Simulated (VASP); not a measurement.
AlN, 4 atoms in the cell. Symmetry: P6_3mc, No. 186, hexagonal system. The conventional cell has a = 3.064 Å, b = 3.064 Å, c = 5.053 Å, α = 90.00°, β = 90.00°, γ = 120.00°. Within 2.5 Å of Al (site symmetry 3m) lie 4 N at 1.86 to 1.95 Å. Within 2.5 Å of N (site symmetry 3m) lie 4 Al at 1.86 to 1.95 Å.  This cell differs from its parent crystal: strain -0.015 along x and y, +0.015 along z.

```yaml
Program: VASP 6.6.1
Task: single point
Functional: LDA
Potentials_or_basis: VASP PAW LDA potentials, release 64 (Al, N)
Cutoff: 520 eV
k_mesh: 9 × 9 × 6
Occupations: gaussian, width 0.05 eV
Spin: no spin polarisation
Dipole_correction: no
Further_INCAR_settings: ALGO = Normal; EDIFF = 1e-06; NBANDS = 16
```

Potentials or basis: VASP PAW LDA potentials, release 64 (Al, N).

Launch:

```bash
$ cat potpaw_LDA.64/Al/POTCAR potpaw_LDA.64/N/POTCAR > POTCAR
$ mpirun -np 1 vasp_std > vasp.out
```

Hardware: 1 thread of AMD EPYC 7R13 (shared host).

**Question.** How long does it take, and how much memory?

**Answer.** Wall time 37 s on 1 thread of AMD EPYC 7R13, on a shared host, peak memory 0.12 GiB. Counts: scf iterations 12, k points 48.
